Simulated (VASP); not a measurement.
Wanted: the native input for a VASP 6.6.1 run.

* Task: relaxation of shape and atoms at fixed volume
* Functional: PBE
* Potentials or basis: VASP PAW PBE potentials, release 64 (Hf_pv)
* Cutoff: 600 eV
* k mesh: 14 × 14 × 14
* Occupations: fermi-dirac, width 0.05 eV
* Spin: no spin polarisation
* Dipole correction: no
* Further INCAR settings: ALGO = Normal; EDIFF = 1e-06; IBRION = 2; EDIFFG = -0.005; NSW = 50; ISIF = 4

The structure of Hf lies in POSCAR:

```
Hf
1.0
   -2.1337176506      2.1337176506      1.1521113442
    2.1337176506     -2.1337176506      1.1521113442
    2.1337176506      2.1337176506     -1.1521113442
Hf
2
Direct
   -0.3750000000     -0.1250000000     -0.2500000000
    0.3750000000      0.1250000000      0.2500000000
```

One way to write it, as run:

INCAR

```
SYSTEM = Hf
PREC = Accurate
ENCUT = 600
EDIFF = 1E-6
ISMEAR = -1
SIGMA = 0.05
LREAL = .False.
LASPH = .True.
NELM = 100
ALGO = Normal
ISIF = 4
LWAVE = .False.
LCHARG = .False.
GGA = PE
IBRION = 2
NSW = 50
EDIFFG = -0.005
```

KPOINTS

```
regular mesh
0
Gamma
  14 14 14
  0 0 0
```

Potentials or basis: VASP PAW PBE potentials, release 64 (Hf_pv).

Run with:

```sh
$ cat potpaw_PBE.64/Hf_pv/POTCAR > POTCAR
$ mpirun -np 1 vasp_std > vasp.out
```

Results of the run:

```json
{
  "Energy gained by relaxing": "6.8 meV/atom",
  "Ionic steps": "4",
  "Pressure after relaxing": "317.0 GPa",
  "Band gap on the k mesh": "zero (bands 10 and 11 overlap by 3.83 eV)"
}
```

Caveat: spin-orbit coupling is left out, which moves the levels of the heavy elements.

It took 3.4 min on 1 thread of Intel(R) Xeon(R) Platinum 8488C (Sapphire Rapids), with other jobs on the host, peak memory 0.22 GiB.
